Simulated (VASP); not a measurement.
Sb3S2, 5 atoms in the cell. The structure is trigonal, space group R-3m (No. 166). Conventional cell: a = 6.633 Å, b = 6.633 Å, c = 11.932 Å, α = 90.00°, β = 90.00°, γ = 120.00°. Sb (site symmetry 2/m) has 4 Sb at 3.32 Å and 6 S at 3.44 to 3.62 Å within 4.4 Å. Within 2.4 Å of S (site symmetry 3m) lie 1 S at 1.82 Å. 

| Quantity | Value |
| --- | --- |
| Program | VASP 6.6.1 |
| Task | single point |
| Functional | PBE |
| Potentials or basis | VASP PAW PBE potentials, release 64 (Sb, S) |
| Cutoff | 520 eV |
| k mesh | 3 × 3 × 3 |
| Occupations | gaussian, width 0.1 eV |
| Spin | no spin polarisation |
| Dipole correction | no |
| Further INCAR settings | ALGO = Normal; EDIFF = 1e-06; NBANDS = 22 |

Potentials or basis: VASP PAW PBE potentials, release 64 (Sb, S).

Command:

```bash
$ cat potpaw_PBE.64/Sb/POTCAR potpaw_PBE.64/S/POTCAR > POTCAR
$ mpirun -np 1 vasp_std > vasp.out
```

Hardware: 1 thread of AMD EPYC 7R43 64-Core Processor (Zen 3) (shared host).

**Question.** Estimate the wall time of this run.

**Answer.** Wall time 24 s on 1 thread of AMD EPYC 7R43 64-Core Processor (Zen 3), with other jobs on the host, peak memory 0.21 GiB. Counts: scf iterations 14, k points 6.
